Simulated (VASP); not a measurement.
# SiSe (F-43m) in VASP: a series of runs

Runs on SiSe. Level: PBE. Tasks: single point, relaxation of cell and atoms.

Everything below comes from runs of VASP 6.6.1. Logs are shortened: lines on timing, memory, paths and dates and some standing lists are left out, and cuts for length are marked.

## Step 1: The cell of the first run

It takes space group F-43m (No. 216, cubic). The conventional cell has a = 6.139 Å, b = 6.139 Å, c = 6.139 Å, α = 90.00°, β = 90.00°, γ = 90.00°. Within 3.5 Å of Si (site symmetry -43m) lie 4 Se at 2.66 Å. Within 3.5 Å of Se (site symmetry -43m) lie 4 Si at 2.66 Å.

## Step 2: Single point, PBE

INCAR reads:

```
SYSTEM = SiSe
ALGO = Normal ; EDIFF = 1E-6
ENCUT = 520 ; GGA = PE
ISIF = 2 ; ISMEAR = 0
LASPH = .True. ; LCHARG = .False.
LREAL = .False. ; LWAVE = .False.
NBANDS = 12 ; NELM = 100
PREC = Accurate ; SIGMA = 0.1
```

KPOINTS reads:

```
k-points
0
Gamma
  16 16 16
  0 0 0
```

POSCAR reads:

```
SiSe
1.0
    0.0000000000      3.0693768608      3.0693768608
    3.0693768608      0.0000000000      3.0693768608
    3.0693768608      3.0693768608      0.0000000000
Si Se
1 1
Direct
    0.0000000000      0.0000000000      0.0000000000
    0.2500000000      0.2500000000      0.2500000000
```

Potentials or basis: VASP PAW PBE potentials, release 64 (Si, Se).

Launch:

```sh
cat potpaw_PBE.64/Si/POTCAR potpaw_PBE.64/Se/POTCAR > POTCAR
mpirun -np 1 vasp_std > vasp.out
```

OUTCAR:

```text
SYSTEM = SiSe
   EDIFF = 1E-6
   ENCUT = 520
   GGA = PE
   ISIF = 2
   ISMEAR = 0
   LASPH = .True.
   LREAL = .False.
   NELM = 100
   PREC = Accurate

 ion  position               nearest neighbor table
   1  0.000  0.000  0.000-   2 2.66   2 2.66   2 2.66   2 2.66
   2  0.250  0.250  0.250-   1 2.66   1 2.66   1 2.66   1 2.66

  LATTYP: Found a face centered cubic cell.
 ALAT       =     6.1387537216

  Lattice vectors:

 A1 = (   0.0000000000,   3.0693768608,   3.0693768608)
 A2 = (   3.0693768608,   0.0000000000,   3.0693768608)
 A3 = (   3.0693768608,   3.0693768608,   0.0000000000)

Analysis of symmetry for initial positions (statically):
=====================================================================
 Subroutine PRICEL returns:
 Original cell was already a primitive cell.

 Routine SETGRP: Setting up the symmetry group for a
 face centered cubic supercell.

 Subroutine GETGRP returns: Found 24 space group operations
 (whereof 24 operations were pure point group operations)
 out of a pool of 48 trial point group operations.

The static configuration has the point symmetry T_d .

Analysis of symmetry for dynamics (positions and initial velocities):
=====================================================================
 Subroutine PRICEL returns:
 Original cell was already a primitive cell.

 Routine SETGRP: Setting up the symmetry group for a
 face centered cubic supercell.

 Subroutine GETGRP returns: Found 24 space group operations
 (whereof 24 operations were pure point group operations)
 out of a pool of 48 trial point group operations.

The dynamic configuration has the point symmetry T_d .

 Subroutine INISYM returns: Found 24 space group operations
 (whereof 24 operations are pure point group operations),
 and found     1 'primitive' translations

----------------------------------------------------------------------------------------

                                     Primitive cell

  volume of cell :      57.8337

  direct lattice vectors                    reciprocal lattice vectors
     0.000000000  3.069376861  3.069376861    -0.162899514  0.162899514  0.162899514
     3.069376861  0.000000000  3.069376861     0.162899514 -0.162899514  0.162899514
     3.069376861  3.069376861  0.000000000     0.162899514  0.162899514 -0.162899514

  length of vectors
     4.340754385  4.340754385  4.340754385     0.282150235  0.282150235  0.282150235

  position of ions in fractional coordinates (direct lattice)
     0.000000000  0.000000000  0.000000000
     0.250000000  0.250000000  0.250000000

  ion indices of the primitive-cell ions
   primitive index   ion index
                 1           1
                 2           2

----------------------------------------------------------------------------------------

 KPOINTS: k-points

Automatic generation of k-mesh.
 Grid dimensions read from file:
 generate k-points for:   16   16   16

 Generating k-lattice:

  Cartesian coordinates                     Fractional coordinates (reciprocal lattice)
    -0.010181220  0.010181220  0.010181220     0.062500000  0.000000000  0.000000000
     0.010181220 -0.010181220  0.010181220     0.000000000  0.062500000  0.000000000
     0.010181220  0.010181220 -0.010181220     0.000000000  0.000000000  0.062500000

  Length of vectors
     0.017634390  0.017634390  0.017634390

  Shift w.r.t. Gamma in fractional coordinates (k-lattice)
     0.000000000  0.000000000  0.000000000

 Subroutine IBZKPT returns following result:
 ===========================================

 Found    145 irreducible k-points:

 Following reciprocal coordinates:
            Coordinates               Weight
  0.000000  0.000000  0.000000      1.000000
  0.062500  0.000000  0.000000      8.000000
  0.125000  0.000000  0.000000      8.000000
  0.187500  0.000000  0.000000      8.000000
  0.250000  0.000000  0.000000      8.000000
  0.312500  0.000000  0.000000      8.000000
[... 16 lines left out ...]
 -0.125000  0.062500  0.000000     24.000000
 -0.062500  0.062500  0.000000     12.000000
 [... further k-points ...]
   k-points           NKPTS =    145   k-points in BZ     NKDIM =    145   number of bands    NBANDS=     12
   number of dos      NEDOS =    301   number of ions     NIONS =      2
   total plane-waves  NPLWV =  32768
   dimension x,y,z NGX =    32 NGY =   32 NGZ =   32
   dimension x,y,z NGXF=    64 NGYF=   64 NGZF=   64
   ions per type =               1   1
   NGX,Y,Z   is equivalent  to a cutoff of  12.26, 12.26, 12.26 a.u.
   NGXF,Y,Z  is equivalent  to a cutoff of  24.51, 24.51, 24.51 a.u.
 SYSTEM =  SiSe
   PREC   = accura    normal or accurate (medium, high low for compatibility)
   ISTART =      0    job   : 0-new  1-cont  2-samecut
   ICHARG =      2    charge: 1-file 2-atom 10-const
   ISPIN  =      1    spin polarized calculation?
   LNONCOLLINEAR =      F non collinear calculations
   LSORBIT =      F    spin-orbit coupling
   LASPH  =      T    aspherical Exc in radial PAW
   ENCUT  =  520.0 eV  38.22 Ry    6.18 a.u.   8.07  8.07  8.07*2*pi/ulx,y,z
   NELM   =    100;   NELMIN=  2; NELMDL= -5     # of ELM steps
   EDIFF  = 0.1E-05   stopping-criterion for ELM
   LREAL  =      F    real-space projection
   EDIFFG = 0.1E-04   stopping-criterion for IOM
   NSW    =      0    number of steps for IOM
   IBRION =     -1    ionic relax: 0-MD 1-quasi-New 2-CG
   NFREE  =      0    steps in history (QN), initial steepest desc. (CG)
   ISIF   =      2    stress and relaxation
   ISYM   =      2    0-nonsym 1-usesym 2-fastsym
   POTIM  = 0.5000    time-step for ionic-motion
   TEBEG  =    0.0;   TEEND  =   0.0 temperature during run
   PSTRESS=    0.0 pullay stress
   NELECT =      10.0000    total number of electrons
   NUPDOWN=      -1.0000    fix difference up-down
   EMIN   =  10.00;   EMAX   =-10.00  energy-range for DOS
   EFERMI =   0.00;   METHOD = LEGACY
   ISMEAR =     0;   SIGMA  =   0.10  broadening in eV -4-tet -1-fermi 0-gaus
   EFERMI_NEDOS =   21; number of points for ismear=-14 and -15
   IALGO  =     38    algorithm
   IMIX   =      4    mixing-type and parameters
     AMIX     =   0.40;   BMIX     =  1.00
     AMIX_MAG =   1.60;   BMIX_MAG =  1.00
  volume/ion in A,a.u.               =      28.92       195.14
  Fermi-wavevector in a.u.,A,eV,Ry     =   0.912042  1.723509 11.317595  0.831820
  Thomas-Fermi vector in A             =   2.036391
   LORBIT       =      0    0 simple, 1 ext, 2 COOP (PROOUT), +10 PAW based schemes
   GGA     = PE    functional components
   LHFCALC =     F    Hartree Fock is set to
   AEXX    =    0.0000 exact exchange contribution
   IVDW    =     0    specifies the selected vdW correction
   LEPSILON=     F    determine dielectric tensor
   LRPA    =     F    only Hartree local field effects (RPA)
 non-spin polarized calculation
 Gauss-broadening in eV      SIGMA  =   0.10
  energy-cutoff  :      520.00
  volume of cell :       57.83
 maximum number of plane-waves:      1588
   NGX = 17   NGY = 17   NGZ = 17

 number of electron      10.0000001 magnetization

 Free energy of the ion-electron system (eV)
  ---------------------------------------------------
  ext. energy  EPLUGINS =         0.00000000
  ---------------------------------------------------
  free energy    TOTEN  =        -8.12507637 eV

  energy without entropy =       -8.12156999  energy(sigma->0) =       -8.12332318

 E-fermi :   3.2585     XC(G=0):  -8.2822

 val. band max:        3.1908102686   @ k =  -0.3125   0.4375   0.1250
 cond. band min:       3.2841558516   @ k =  -0.3750   0.3750   0.1875
 fundamental gap:      0.0933455831
 Fermi energy:         3.2584946599

 k-point     1 :       0.0000    0.0000    0.0000
  band No.  band energies     occupation
      1     -11.0543      2.00000
      2      -1.5264      2.00000
      3       0.3968      2.00000
      4       0.3968      2.00000
      5       0.3968      2.00000
      6       4.1949      0.00000
      7       4.1949      0.00000
      8       4.1949      0.00000
      9       8.5309      0.00000
     10      10.2865      0.00000
     11      10.2865      0.00000
     12      12.5285      0.00000

 k-point     2 :       0.0625    0.0000    0.0000
  band No.  band energies     occupation
      1     -11.0327      2.00000
      2      -1.7535      2.00000
      3       0.3659      2.00000
      4       0.3659      2.00000
      5       0.5558      2.00000
      6       4.2201      0.00000
      7       4.2496      0.00000
      8       4.2496      0.00000
      9       8.6910      0.00000
     10      10.1536      0.00000
     11      10.1536      0.00000
     12      12.3843      0.00000

 k-point     3 :       0.1250    0.0000    0.0000
  band No.  band energies     occupation
      1     -10.9699      2.00000
      2      -2.2593      2.00000
      3       0.2823      2.00000
      4       0.2823      2.00000
      5       0.8406      2.00000
      6       4.3477      0.00000
      7       4.3970      0.00000
      8       4.3970      0.00000
      9       9.1118      0.00000
     10       9.9036      0.00000
     11       9.9036      0.00000
     12      12.0925      0.00000
[... 286 lines left out ...]
 k-point    23 :      -0.1250    0.0625    0.0000
  band No.  band energies     occupation
      1     -10.9226      2.00000
      2      -2.5466      2.00000
      3       0.0397      2.00000
      4       0.2951      2.00000
      5       1.0907      2.00000
      6       4.2881      0.00000
      7       4.3990      0.00000
      8       4.7620      0.00000
      9       9.3935      0.00000
     10       9.5239      0.00000
     11      10.0211      0.00000
     12      12.2474      0.00000

 k-point    24 :      -0.0625    0.0625    0.0000
  band No.  band energies     occupation
      1     -10.9974      2.00000
      2      -2.0523      2.00000
      3       0.2174      2.00000
      4       0.3603      2.00000
      5       0.8003      2.00000
      6       4.1967      0.00000
      7       4.2740      0.00000
      8       4.4739      0.00000
      9       8.9381      0.00000
     10       9.8202      0.00000
     11      10.1569      0.00000
     12      12.4489      0.00000

 [... further k-points ...]
[... 5 lines left out ...]
  --------------------------------------------------------------------------------------
  -------------------------------------------------------------------------------------
  Total       -0.0008730     -0.0008730     -0.0008730      0.0000000     -0.0000000      0.0000000
  in kB       -0.0241852     -0.0241852     -0.0241852      0.0000000     -0.0000000      0.0000000
  external PRESSURE =      -0.0241852 kB  Pullay stress =       0.0000000 kB

 VOLUME and BASIS-vectors are now :
 -----------------------------------------------------------------------------
  energy-cutoff  :      520.00
  volume of cell :       57.83
      direct lattice vectors                 reciprocal lattice vectors
     0.000000000  3.069376861  3.069376861    -0.162899514  0.162899514  0.162899514
     3.069376861  0.000000000  3.069376861     0.162899514 -0.162899514  0.162899514
     3.069376861  3.069376861  0.000000000     0.162899514  0.162899514 -0.162899514

 POSITION                                       TOTAL-FORCE (eV/Angst)
 -----------------------------------------------------------------------------------
      0.00000      0.00000      0.00000         0.000000      0.000000      0.000000
      1.53469      1.53469      1.53469        -0.000000     -0.000000     -0.000000
 -----------------------------------------------------------------------------------
    total drift:                                0.000000      0.000000      0.000000

  FREE ENERGIE OF THE ION-ELECTRON SYSTEM (eV)
  ---------------------------------------------------
  free  energy   TOTEN  =        -8.1250763667 eV

  energy  without entropy=       -8.1215699880  energy(sigma->0) =       -8.12332318
```

It took 35 s on 1 thread of Intel Xeon Platinum 8559C (Emerald Rapids), shared host; peak memory 0.25 GiB.

Results:

```
Free energy            : -8.1251 eV
Pressure               : 0.0 GPa
Band gap on the k mesh : zero (band 5 reaches 3.72 eV, above the bottom of band 6 at 2.85 eV)
```

Levels at points of the mesh, in eV from the Fermi level:
| k point | band 3 | band 4 | band 5 | band 6 | band 7 | band 8 |
| --- | --- | --- | --- | --- | --- | --- |
| (0.00, 0.00, 0.00) | -2.86 | -2.86 | -2.86 | 0.94 | 0.94 | 0.94 |
| (0.50, 0.00, 0.00) | -3.48 | -3.48 | -2.35 | 1.83 | 1.83 | 4.16 |
| (0.50, 0.50, 0.00) | -4.33 | -4.33 | -0.79 | -0.41 | 4.64 | 4.64 |

## Step 3: Relaxation of cell and atoms, PBE

This run uses another cell than the first one, of 29.04 Å³/atom, 1.004 times its volume.

INCAR reads:

```
SYSTEM = SiSe
PREC     = Accurate       ! precision mode
ENCUT    = 600            ! plane-wave cutoff, eV
EDIFF    = 1E-7           ! SCF threshold, eV
ISMEAR   = 0              ! smearing method
SIGMA    = 0.1            ! smearing width, eV
LREAL    = .False.        ! projectors in reciprocal space
LASPH    = .True.         ! aspherical terms in the spheres
NELM     = 100            ! most SCF steps
ALGO     = Normal         ! electronic algorithm
ISIF     = 3              ! what is computed and relaxed
LWAVE    = .False.        ! write WAVECAR
LCHARG   = .False.        ! write CHGCAR
GGA      = PE             ! functional
IBRION   = 2              ! ionic algorithm
NSW      = 100            ! ionic steps
EDIFFG   = -0.01          ! ionic threshold
```

KPOINTS reads:

```
Automatic mesh
0
Gamma
  16 16 16
  0 0 0
```

POSCAR reads:

```
SiSe
1.0
    0.0000000000      3.0738686973      3.0738686973
    3.0738686973      0.0000000000      3.0738686973
    3.0738686973      3.0738686973      0.0000000000
Si Se
1 1
Direct
    0.0000000000      0.0000000000      0.0000000000
    0.2500000000      0.2500000000      0.2500000000
```

Potentials or basis: VASP PAW PBE potentials, release 64 (Si, Se).

Launch:

```sh
cat potpaw_PBE.64/Si/POTCAR potpaw_PBE.64/Se/POTCAR > POTCAR
mpirun -np 1 vasp_std > vasp.out
```

It took 80 s on 1 thread of Intel Xeon Platinum 8559C (Emerald Rapids), shared host; peak memory 0.29 GiB.

Results (log left out):

| Quantity | Value |
| --- | --- |
| Free energy | -8.1251 eV |
| Relaxed volume | 28.94 Å³/atom |
| Relaxed cell | a = 4.342 Å, b = 4.342 Å, c = 4.342 Å, α = 60.00°, β = 60.00°, γ = 60.00° |
| Space group after relaxing (to 0.05 Å) | F-43m (No. 216) |
| Energy gained by relaxing | 0.1 meV/atom |
| Ionic steps | 2 |
| Pressure after relaxing | 0.0 GPa |
| Band gap on the k mesh | zero (band 5 reaches 3.71 eV, above the bottom of band 6 at 2.85 eV) |

The path:
```
step  energy change (eV)  largest force (eV/Å)  pressure (GPa)  volume (Å³)
   1              0.0000                0.0000           -0.14        58.09
   2             -0.0001                0.0000           -0.02        57.87
```

Final structure:
```cif
data_structure
_symmetry_space_group_name_H-M 'P 1'
_symmetry_Int_Tables_number 1
_cell_length_a 4.3418
_cell_length_b 4.3418
_cell_length_c 4.3418
_cell_angle_alpha 60.000
_cell_angle_beta 60.000
_cell_angle_gamma 60.000
_cell_volume 57.87
loop_
_atom_site_label
_atom_site_type_symbol
_atom_site_fract_x
_atom_site_fract_y
_atom_site_fract_z
_atom_site_occupancy
Si1 Si 0.00000 0.00000 0.00000 1
Se1 Se 0.25000 0.25000 0.25000 1
```

Levels at points of the mesh, in eV from the Fermi level:
| k point | band 1 | band 2 | band 3 | band 4 | band 5 | band 6 | band 7 | band 8 | band 9 |
| --- | --- | --- | --- | --- | --- | --- | --- | --- | --- |
| (0.00, 0.00, 0.00) | -14.31 | -4.79 | -2.86 | -2.86 | -2.86 | 0.94 | 0.94 | 0.94 | 5.27 |
| (0.50, 0.00, 0.00) | -13.63 | -7.91 | -3.48 | -3.48 | -2.35 | 1.83 | 1.83 | 4.16 | 7.02 |
| (0.50, 0.50, 0.00) | -13.37 | -8.22 | -4.33 | -4.33 | -0.79 | -0.41 | 4.63 | 4.63 | 6.47 |
